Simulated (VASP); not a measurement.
# Ti3HSe3 in VASP: further runs

Runs on Ti3HSe3. Level: LDA. Tasks: single point.

Program: VASP 6.6.1. These are calculated values, not measurements. Logs are shortened: lines on timing, memory, paths and dates and some standing lists are left out, and cuts for length are marked.

## 1. The cell of the first run

The cell holds a slab with vacuum, 14 atoms: a = 5.939 Å, b = 7.585 Å, c = 16.571 Å, α = 90.00°, β = 90.00°, γ = 113.05°.

## 2. Single point, LDA

Input file INCAR:

```
SYSTEM = Ti3HSe3
PREC     = Accurate       ! precision mode
ENCUT    = 520            ! plane-wave cutoff, eV
EDIFF    = 1E-6           ! SCF threshold, eV
ISMEAR   = -1             ! smearing method
SIGMA    = 0.05           ! smearing width, eV
LREAL    = .False.        ! projectors in reciprocal space
LASPH    = .True.         ! aspherical terms in the spheres
NELM     = 100            ! most SCF steps
ALGO     = Normal         ! electronic algorithm
ISIF     = 2              ! what is computed and relaxed
LWAVE    = .False.        ! write WAVECAR
LCHARG   = .False.        ! write CHGCAR
GGA      = CA             ! functional
NBANDS   = 68             ! bands
```

Input file KPOINTS:

```
Automatic mesh
0
Gamma
  2 2 1
  0 0 0
```

Input file POSCAR:

```
Ti3HSe3
1.0
    5.9394410000      0.0000000000      0.0000000000
   -2.9697210000      6.9790320000      0.0000000000
    0.0000000000      0.0000000000     16.5705590000
Ti Se H
6 6 2
Direct
    0.0000000000      0.0000000000      0.0603479943
    0.8056930219      0.5302741125      0.1236590751
    0.4991980316      0.0556810744      0.1552934937
    0.2961920833      0.6064594631      0.2125637403
    0.1423795098      0.1410080940      0.2093351226
    0.8077656687      0.6136524378      0.2685908182
    0.2158804371      0.7650917778      0.0854225859
    0.3760339641      0.2977490288      0.0815301403
    0.7391076048      0.8413201143      0.1681777905
    0.8837859437      0.3357199107      0.2314768017
    0.2468950088      0.8894499982      0.2820846297
    0.4201220875      0.4405768594      0.3179434079
    0.7014162491      0.7833464584      0.3420584665
    0.8257439447      0.8527257075      0.3220832804
```

Potentials or basis: VASP PAW LDA potentials, release 64 (Ti_sv, Se, H).

On the command line:

```
$ cat potpaw_LDA.64/Ti_sv/POTCAR potpaw_LDA.64/Se/POTCAR potpaw_LDA.64/H/POTCAR > POTCAR
$ mpirun -np 1 vasp_std > vasp.out
```

OUTCAR:

```text
SYSTEM = Ti3HSe3
   PREC = Accurate
   ENCUT = 520
   EDIFF = 1E-6
   ISMEAR = -1
   LREAL = .False.
   LASPH = .True.
   NELM = 100
   ISIF = 2
   GGA = CA

 ion  position               nearest neighbor table
   1  0.000  0.000  0.060-   9 2.36   8 2.50   7 2.60   5 2.69
   2  0.806  0.530  0.124-   7 2.47  10 2.47   6 2.48   8 2.57   9 2.65
   3  0.499  0.056  0.155-   7 2.47   8 2.54   9 2.56  11 2.60   5 2.61  10 2.74
   4  0.296  0.606  0.213-  12 2.43  10 2.53  11 2.55   7 2.56   9 2.64
   5  0.142  0.141  0.209-  11 2.53  10 2.54   8 2.56   3 2.61   9 2.67   1 2.69
   6  0.808  0.614  0.269-  12 2.31  10 2.40   2 2.48   9 2.54  11 2.64
   7  0.216  0.765  0.085-   2 2.47   3 2.47   4 2.56   1 2.60
   8  0.376  0.298  0.082-   1 2.50   3 2.54   5 2.56   2 2.57
   9  0.739  0.841  0.168-   1 2.36   6 2.54   3 2.56   4 2.64   2 2.65   5 2.67
  10  0.884  0.336  0.231-   6 2.40   2 2.47   4 2.53   5 2.54   3 2.74
  11  0.247  0.889  0.282-   5 2.53   4 2.55   3 2.60   6 2.64
  12  0.420  0.441  0.318-   6 2.31   4 2.43
  13  0.701  0.783  0.342-  14 0.79
  14  0.826  0.853  0.322-  13 0.79

  LATTYP: Found a base centered orthorhombic cell.
 ALAT       =     5.9394410000
 B/A-ratio  =     2.3500635834
 C/A-ratio  =     2.7899189503

  Lattice vectors:

 A1 = (   2.9697210000,  -6.9790320000,   0.0000000000)
 A2 = (   2.9697200000,   6.9790320000,   0.0000000000)
 A3 = (   0.0000000000,   0.0000000000,  16.5705590000)

Analysis of symmetry for initial positions (statically):
=====================================================================
 Subroutine PRICEL returns:
 Original cell was already a primitive cell.

 Routine SETGRP: Setting up the symmetry group for a
 base centered orthorhombic supercell.

 Subroutine GETGRP returns: Found  1 space group operations
 (whereof  1 operations were pure point group operations)
 out of a pool of  8 trial point group operations.

The static configuration has the point symmetry C_1 .

Analysis of symmetry for dynamics (positions and initial velocities):
=====================================================================
 Subroutine PRICEL returns:
 Original cell was already a primitive cell.

 Routine SETGRP: Setting up the symmetry group for a
 base centered orthorhombic supercell.

 Subroutine GETGRP returns: Found  1 space group operations
 (whereof  1 operations were pure point group operations)
 out of a pool of  8 trial point group operations.

The dynamic configuration has the point symmetry C_1 .

 Subroutine INISYM returns: Found  1 space group operations
 (whereof  1 operations are pure point group operations),
 and found     1 'primitive' translations

----------------------------------------------------------------------------------------

                                     Primitive cell

  volume of cell :     686.8753

  direct lattice vectors                    reciprocal lattice vectors
     5.939441000  0.000000000  0.000000000     0.168366013  0.071643185  0.000000000
    -2.969721000  6.979032000  0.000000000     0.000000000  0.143286347  0.000000000
     0.000000000  0.000000000 16.570559000     0.000000000  0.000000000  0.060347994

  length of vectors
     5.939441000  7.584598241 16.570559000     0.182975027  0.143286347  0.060347994

  position of ions in fractional coordinates (direct lattice)
     0.000000000  0.000000000  0.060347994
     0.805693022  0.530274113  0.123659075
     0.499198032  0.055681074  0.155293494
     0.296192083  0.606459463  0.212563740
     0.142379510  0.141008094  0.209335123
     0.807765669  0.613652438  0.268590818
     0.215880437  0.765091778  0.085422586
     0.376033964  0.297749029  0.081530140
     0.739107605  0.841320114  0.168177791
     0.883785944  0.335719911  0.231476802
     0.246895009  0.889449998  0.282084630
     0.420122087  0.440576859  0.317943408
     0.701416249  0.783346458  0.342058466
     0.825743945  0.852725707  0.322083280

  ion indices of the primitive-cell ions
   primitive index   ion index
                 1           1
                 2           2
                 3           3
                 4           4
                 5           5
                 6           6
                 7           7
                 8           8
                 9           9
                10          10
                11          11
                12          12
                13          13
                14          14

----------------------------------------------------------------------------------------

 KPOINTS: Automatic mesh

Automatic generation of k-mesh.
 Grid dimensions read from file:
 generate k-points for:    2    2    1

 Generating k-lattice:

  Cartesian coordinates                     Fractional coordinates (reciprocal lattice)
     0.084183006  0.035821593  0.000000000     0.500000000  0.000000000  0.000000000
     0.000000000  0.071643173  0.000000000     0.000000000  0.500000000  0.000000000
     0.000000000  0.000000000  0.060347994     0.000000000  0.000000000  1.000000000

  Length of vectors
     0.091487513  0.071643173  0.060347994

  Shift w.r.t. Gamma in fractional coordinates (k-lattice)
     0.000000000  0.000000000  0.000000000

 Subroutine IBZKPT returns following result:
 ===========================================

 Found      4 irreducible k-points:

 Following reciprocal coordinates:
            Coordinates               Weight
  0.000000  0.000000  0.000000      1.000000
  0.500000 -0.000000  0.000000      1.000000
  0.500000  0.500000  0.000000      1.000000
  0.000000  0.500000  0.000000      1.000000
   k-points           NKPTS =      4   k-points in BZ     NKDIM =      4   number of bands    NBANDS=     68
   number of dos      NEDOS =    301   number of ions     NIONS =     14
   total plane-waves  NPLWV = 338688
   dimension x,y,z NGX =    48 NGY =   56 NGZ =  126
   dimension x,y,z NGXF=    96 NGYF=  112 NGZF=  252
   ions per type =               6   6   2
   NGX,Y,Z   is equivalent  to a cutoff of  13.44, 12.27, 12.64 a.u.
   NGXF,Y,Z  is equivalent  to a cutoff of  26.87, 24.55, 25.28 a.u.
 SYSTEM =  Ti3HSe3
   PREC   = accura    normal or accurate (medium, high low for compatibility)
   ISTART =      0    job   : 0-new  1-cont  2-samecut
   ICHARG =      2    charge: 1-file 2-atom 10-const
   ISPIN  =      1    spin polarized calculation?
   LNONCOLLINEAR =      F non collinear calculations
   LSORBIT =      F    spin-orbit coupling
   LASPH  =      T    aspherical Exc in radial PAW
   ENCUT  =  520.0 eV  38.22 Ry    6.18 a.u.  11.04 14.10 30.81*2*pi/ulx,y,z
   NELM   =    100;   NELMIN=  2; NELMDL= -5     # of ELM steps
   EDIFF  = 0.1E-05   stopping-criterion for ELM
   LREAL  =      F    real-space projection
[... 7 lines left out ...]
   TEBEG  =    0.0;   TEEND  =   0.0 temperature during run
   PSTRESS=    0.0 pullay stress
   NELECT =     110.0000    total number of electrons
   NUPDOWN=      -1.0000    fix difference up-down
   EMIN   =  10.00;   EMAX   =-10.00  energy-range for DOS
   EFERMI =   0.00;   METHOD = LEGACY
   ISMEAR =    -1;   SIGMA  =   0.05  broadening in eV -4-tet -1-fermi 0-gaus
   EFERMI_NEDOS =   21; number of points for ismear=-14 and -15
   IALGO  =     38    algorithm
   IMIX   =      4    mixing-type and parameters
     AMIX     =   0.40;   BMIX     =  1.00
     AMIX_MAG =   1.60;   BMIX_MAG =  1.00
  volume/ion in A,a.u.               =      49.06       331.09
  Fermi-wavevector in a.u.,A,eV,Ry     =   0.889023  1.680010 10.753531  0.790362
  Thomas-Fermi vector in A             =   2.010529
   LORBIT       =      0    0 simple, 1 ext, 2 COOP (PROOUT), +10 PAW based schemes
   GGA     = CA    functional components
   LHFCALC =     F    Hartree Fock is set to
   AEXX    =    0.0000 exact exchange contribution
   IVDW    =     0    specifies the selected vdW correction
   LEPSILON=     F    determine dielectric tensor
   LRPA    =     F    only Hartree local field effects (RPA)
 non-spin polarized calculation
  energy-cutoff  :      520.00
  volume of cell :      686.88
 maximum number of plane-waves:     18518
 NGX is ok and might be reduce to    48
   NGX = 23   NGY = 29   NGZ = 61

 number of electron     110.0000002 magnetization

 Free energy of the ion-electron system (eV)
  ---------------------------------------------------
  ext. energy  EPLUGINS =         0.00000000
  ---------------------------------------------------
  free energy    TOTEN  =       -90.37003778 eV

  energy without entropy =      -90.30832409  energy(sigma->0) =      -90.33918093

 E-fermi :  -0.1709     XC(G=0):  -4.6413

 val. band max:       -0.2615088194   @ k =   0.0000   0.0000   0.0000
 cond. band min:      -0.0918370430   @ k =   0.5000  -0.0000   0.0000
 fundamental gap:      0.1696717764
 Fermi energy:        -0.1708974531

 k-point     1 :       0.0000    0.0000    0.0000
  band No.  band energies     occupation
      1     -56.8301      2.00000
      2     -56.7738      2.00000
      3     -56.6764      2.00000
      4     -56.4957      2.00000
      5     -56.4765      2.00000
      6     -56.2738      2.00000
[... 59 lines left out ...]
     66       1.2820      0.00000
     67       1.3221      0.00000

 k-point     2 :       0.5000   -0.0000    0.0000
  band No.  band energies     occupation
      1     -56.8298      2.00000
      2     -56.7735      2.00000
      3     -56.6763      2.00000
      4     -56.4961      2.00000
      5     -56.4766      2.00000
      6     -56.2740      2.00000
[... 59 lines left out ...]
     66       1.2897      0.00000
     67       1.4171      0.00000

 k-point     3 :       0.5000    0.5000    0.0000
  band No.  band energies     occupation
      1     -56.8298      2.00000
      2     -56.7735      2.00000
      3     -56.6764      2.00000
      4     -56.4961      2.00000
      5     -56.4766      2.00000
      6     -56.2740      2.00000
[... 59 lines left out ...]
     66       1.2286      0.00000
     67       1.4684      0.00000

 k-point     4 :       0.0000    0.5000    0.0000
  band No.  band energies     occupation
      1     -56.8301      2.00000
      2     -56.7738      2.00000
      3     -56.6764      2.00000
      4     -56.4957      2.00000
      5     -56.4765      2.00000
      6     -56.2738      2.00000
[... 59 lines left out ...]
     66       1.2624      0.00000
     67       1.3861      0.00000
 [bands above 67 left out]

------------------------ aborting loop because EDIFF is reached ----------------------------------------

  FORCE on cell =-STRESS in cart. coord.  units (eV):
  Direction    XX          YY          ZZ          XY          YZ          ZX
  --------------------------------------------------------------------------------------
  -------------------------------------------------------------------------------------
  Total       -2.1936425     -8.1936827      3.7575425     -0.3278896     -1.5198077     -2.9336007
  in kB       -5.1168008    -19.1122493      8.7646902     -0.7648220     -3.5450413     -6.8427971
  external PRESSURE =      -5.1547867 kB  Pullay stress =       0.0000000 kB

 VOLUME and BASIS-vectors are now :
 -----------------------------------------------------------------------------
  energy-cutoff  :      520.00
  volume of cell :      686.88
      direct lattice vectors                 reciprocal lattice vectors
     5.939441000  0.000000000  0.000000000     0.168366013  0.071643185  0.000000000
    -2.969721000  6.979032000  0.000000000     0.000000000  0.143286347  0.000000000
     0.000000000  0.000000000 16.570559000     0.000000000  0.000000000  0.060347994

 POSITION                                       TOTAL-FORCE (eV/Angst)
 -----------------------------------------------------------------------------------
      0.00000      0.00000      1.00000         1.592091      0.235107      0.765920
      3.21060      3.70080      2.04910        -0.474634      0.011530     -0.513490
      2.79960      0.38860      2.57330         0.029644     -0.027861     -0.031597
     -0.04180      4.23250      3.52230        -0.191743      0.630177     -0.594542
      0.42690      0.98410      3.46880        -0.706439      0.359670      0.183755
      2.97530      4.28270      4.45070         0.662975      2.045534      0.263688
     -0.98990      5.33960      1.41550        -0.440021     -0.275298     -1.344061
      1.34920      2.07800      1.35100        -0.117068      0.276319     -0.011250
      1.89140      5.87160      2.78680         0.201686     -0.765774      0.207039
      4.25220      2.34300      3.83570        -0.098043     -0.722269     -0.112696
     -1.17500      6.20750      4.67430         0.627213     -0.107618      0.123931
      1.18690      3.07480      5.26850        -1.052378     -1.687818      0.748772
      1.83970      5.46700      5.66810        -0.211119     -0.350301      0.213052
      2.37210      5.95120      5.33710         0.177838      0.378602      0.101480
 -----------------------------------------------------------------------------------
    total drift:                                0.000634     -0.000407      0.000394

  FREE ENERGIE OF THE ION-ELECTRON SYSTEM (eV)
  ---------------------------------------------------
  free  energy   TOTEN  =       -90.3700377843 eV

  energy  without entropy=      -90.3083240853  energy(sigma->0) =      -90.33918093
```

Wall time 9.5 min (1 thread of Intel Xeon Platinum 8259CL at 2.50GHz (Skylake/Cascade Lake), shared host); peak memory 0.6 GiB.

Results:

* Free energy: -90.3700 eV
* Largest force: 2.166 eV/Å
* Band gap on the k mesh: zero (bands 55 and 56 overlap by 0.21 eV)

Forces in eV/Å, atoms in the order of the input:
```
Ti   1.592  0.235  0.766
Ti  -0.475  0.012 -0.513
Ti   0.030 -0.028 -0.032
Ti  -0.192  0.630 -0.595
Ti  -0.706  0.360  0.184
Ti   0.663  2.046  0.264
Se  -0.440 -0.275 -1.344
Se  -0.117  0.276 -0.011
Se   0.202 -0.766  0.207
Se  -0.098 -0.722 -0.113
Se   0.627 -0.108  0.124
Se  -1.052 -1.688  0.749
H   -0.211 -0.350  0.213
H    0.178  0.379  0.101
```

Levels at points of the mesh, in eV from the Fermi level:
| k point | band 53 | band 54 | band 55 | band 56 | band 57 | band 58 |
| --- | --- | --- | --- | --- | --- | --- |
| (0.00, 0.00, 0.00) | -0.45 | -0.30 | -0.13 | -0.09 | 0.39 | 0.51 |
| (0.50, 0.00, 0.00) | -0.48 | -0.36 | -0.20 | 0.08 | 0.22 | 0.40 |
| (0.50, 0.50, 0.00) | -0.50 | -0.31 | -0.23 | 0.19 | 0.30 | 0.35 |
| (0.00, 0.50, 0.00) | -0.36 | -0.10 | 0.12 | 0.17 | 0.17 | 0.36 |

Caveat: the k points lie up to 0.57 Å⁻¹ apart; there is no dipole correction, which matters where the two faces differ.

(Part 1 of 2 ends here.)

The gap in the log of VASP goes by the Fermi energy; the results here count the filled bands.